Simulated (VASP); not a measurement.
# LiF (P6_3mc) in VASP: further runs, part 2 of 2

VASP 6.6.1.

### 4 Single point, LDA

This run uses another cell than the first one, of the same volume but with other edges.

The input, INCAR:

```
PREC = Accurate ; ENCUT = 520
EDIFF = 1E-6 ; ISMEAR = 0
SIGMA = 0.05 ; LREAL = False
LASPH = True ; NELM = 60
ALGO = Normal ; ISIF = 2
LWAVE = False ; LCHARG = False
NBANDS = 18
```

The input, KPOINTS:

```
regular mesh
0
Gamma
  9 9 6
```

The input, POSCAR:

```
LiF
1.0
    3.0801704379      0.0000000000      0.0000000000
   -1.5400852189      2.6675058472      0.0000000000
    0.0000000000      0.0000000000      4.5087534870
Li F
2 2
Direct
    0.3333333333      0.6666666667      0.4307693551
    0.6666666667      0.3333333333      0.9307693551
    0.3333333333      0.6666666667      0.9910195924
    0.6666666667      0.3333333333      0.4910195924
```

Potentials or basis: VASP PAW LDA potentials, release 64 (Li_sv, F).

Launch:

```
$ cat potpaw_LDA.64/Li_sv/POTCAR potpaw_LDA.64/F/POTCAR > POTCAR
$ mpirun -np 1 vasp_std > vasp.out
```

OUTCAR:

```text
PREC = Accurate
   ENCUT = 520
   EDIFF = 1E-6
   ISMEAR = 0
   LREAL = False
   LASPH = True
   NELM = 60
   ISIF = 2

 ion  position               nearest neighbor table
   1  0.333  0.667  0.431-   4 1.80   4 1.80   4 1.80   3 1.98
   2  0.667  0.333  0.931-   3 1.80   3 1.80   3 1.80   4 1.98
   3  0.333  0.667  0.991-   2 1.80   2 1.80   2 1.80   1 1.98
   4  0.667  0.333  0.491-   1 1.80   1 1.80   1 1.80   2 1.98

  LATTYP: Found a hexagonal cell.
[... 704 lines left out ...]

  FORCE on cell =-STRESS in cart. coord.  units (eV):
  Direction    XX          YY          ZZ          XY          YZ          ZX
  --------------------------------------------------------------------------------------
  -------------------------------------------------------------------------------------
  Total        0.2715110      0.2715110     -1.0805405      0.0000000     -0.0000000      0.0000000
  in kB       11.7425214     11.7425214    -46.7320687      0.0000000     -0.0000000      0.0000000
  external PRESSURE =      -7.7490087 kB  Pullay stress =       0.0000000 kB

 VOLUME and BASIS-vectors are now :
 -----------------------------------------------------------------------------
  energy-cutoff  :      520.00
  volume of cell :       37.05
      direct lattice vectors                 reciprocal lattice vectors
     3.080170438  0.000000000  0.000000000     0.324657359  0.187441014  0.000000000
    -1.540085219  2.667505847  0.000000000     0.000000000  0.374882027  0.000000000
     0.000000000  0.000000000  4.508753487     0.000000000  0.000000000  0.221790790

 POSITION                                       TOTAL-FORCE (eV/Angst)
 -----------------------------------------------------------------------------------
     -0.00000      1.77834      1.94223         0.000000     -0.000000     -0.206806
      1.54009      0.88917      4.19661        -0.000000      0.000000     -0.206806
     -0.00000      1.77834      4.46826        -0.000000      0.000000      0.206806
      1.54009      0.88917      2.21389         0.000000      0.000000      0.206806
 -----------------------------------------------------------------------------------
    total drift:                               -0.000000     -0.000001     -0.001053

  FREE ENERGIE OF THE ION-ELECTRON SYSTEM (eV)
  ---------------------------------------------------
  free  energy   TOTEN  =       -20.7708350059 eV

  energy  without entropy=      -20.7708350059  energy(sigma->0) =      -20.77083501
```

stdout:

```text
POSCAR found type information on POSCAR LiF
 POSCAR found :  2 types and       4 ions
 scaLAPACK will be used
 LDA part: xc-table for (Slater(with rela. corr.)+CA(PZ))
 , standard interpolation
 POSCAR, INCAR and KPOINTS ok, starting setup
 FFT: planning ... GRIDC
 FFT: planning ... GRID_SOFT
 FFT: planning ... GRID
 WAVECAR not read
 entering main loop
```

Run time: 17 s. Hardware: 1 thread of Intel Xeon Platinum 8259CL at 2.50GHz (Skylake/Cascade Lake), shared host; peak memory 0.14 GiB.

What came out:

| Property | Result |
| --- | --- |
| Free energy | -20.7708 eV |
| Largest force | 0.207 eV/Å |
| Band gap on the k mesh | 7.57 eV |

Forces in eV/Å, atoms in the order of the input:
```
Li   0.000  0.000 -0.207
Li   0.000  0.000 -0.207
F    0.000  0.000  0.207
F    0.000  0.000  0.207
```

Levels at points of the mesh, in eV from the valence-band top:
```tsv
k point	band 6	band 7	band 8	band 9	band 10	band 11	band 12	band 13	band 14	band 15
(0.00, 0.00, 0.00)	-1.02	-1.02	-0.57	-0.57	0.00	7.57	12.45	15.61	17.65	17.65
(0.00, 0.00, 0.50)	-1.53	-0.79	-0.79	-0.79	-0.79	9.57	9.57	17.74	17.74	17.93
```

Caveat: the cutoff is under 1.25 times the usual one of these potentials, so pressure, stress and relaxed cells hold a basis-set (Pulay) error.

### 5 Single point, LDA

The input, INCAR:

```
SYSTEM = LiF
  ALGO = Normal
  EDIFF = 1E-6
  ENCUT = 520
  GGA = CA
  ISIF = 2
  ISMEAR = 0
  LASPH = .True.
  LCHARG = .True.
  LELF = .True.
  LREAL = .False.
  LVHAR = .True.
  LWAVE = .False.
  NBANDS = 18
  NELM = 60
  PREC = Accurate
  SIGMA = 0.05
```

The input, KPOINTS:

```
k-points
0
Gamma
  9 9 6
  0 0 0
```

The input, POSCAR:

```
LiF
1.0
    3.0464146835      0.0000000000      0.0000000000
   -1.5232073417      2.6382725064      0.0000000000
    0.0000000000      0.0000000000      4.6092254161
Li F
2 2
Direct
    0.3333333333      0.6666666667      0.3559038391
    0.6666666667      0.3333333333      0.8559038391
    0.3333333333      0.6666666667      0.9910195924
    0.6666666667      0.3333333333      0.4910195924
```

Launch:

```
$ cat potpaw_LDA.64/Li_sv/POTCAR potpaw_LDA.64/F/POTCAR > POTCAR
$ mpirun -np 1 vasp_std > vasp.out
```

Wall time 18 s (1 thread of Intel Xeon Platinum 8259CL at 2.50GHz (Skylake/Cascade Lake), shared host); peak memory 0.14 GiB.

The run converged. Its results:

- Free energy: -20.6990 eV
- Largest force: 0.865 eV/Å
- Band gap on the k mesh: 7.94 eV

Forces in eV/Å, atoms in the order of the input:
```
Li   0.000  0.000  0.865
Li   0.000  0.000  0.865
F    0.000  0.000 -0.865
F    0.000  0.000 -0.865
```

Levels at points of the mesh, in eV from the valence-band top:
```csv
k point,band 6,band 7,band 8,band 9,band 10,band 11,band 12,band 13,band 14,band 15
"(0.00, 0.00, 0.00)",-0.45,-0.45,-0.02,-0.02,0.00,7.94,12.43,15.84,18.51,18.51
"(0.00, 0.00, 0.50)",-1.15,-0.24,-0.24,-0.24,-0.24,9.62,9.62,18.45,18.45,18.80
```

Caveat: the cutoff is under 1.25 times the usual one of these potentials, so pressure, stress and relaxed cells hold a basis-set (Pulay) error.

### 6 Summary

| cell | gap on the mesh (eV) | largest force (eV/Å) |
| --- | --- | --- |
| a = 3.046, b = 3.046, c = 4.609 Å, angles 90.0, 90.0, 120.0°, 4 atoms, atomic positions A | 7.92 | 1.29 |
| a = 3.046, b = 3.046, c = 4.609 Å, angles 90.0, 90.0, 120.0°, 4 atoms, atomic positions B | 7.75 | 0.06 |
| a = 3.080, b = 3.080, c = 4.509 Å, angles 90.0, 90.0, 120.0°, 4 atoms, atomic positions C | 7.57 | 0.21 |
| a = 3.046, b = 3.046, c = 4.609 Å, angles 90.0, 90.0, 120.0°, 4 atoms, atomic positions D | 7.94 | 0.86 |

Alike in all rows: task single point; level LDA; potentials or basis VASP PAW LDA potentials, release 64 (Li_sv, F); no spin polarisation; k mesh 9 × 9 × 6; cutoff (eV) 520; smearing gaussian 0.05 eV.

Caveats: the cutoff is under 1.25 times the usual one of these potentials, so pressure, stress and relaxed cells hold a basis-set (Pulay) error; forces of over 1 eV/Å act on the atoms, so gaps and moduli don't describe the material at rest (at least some runs).

Total energies depend on the potentials used, so only differences within one code and one set of settings carry meaning.
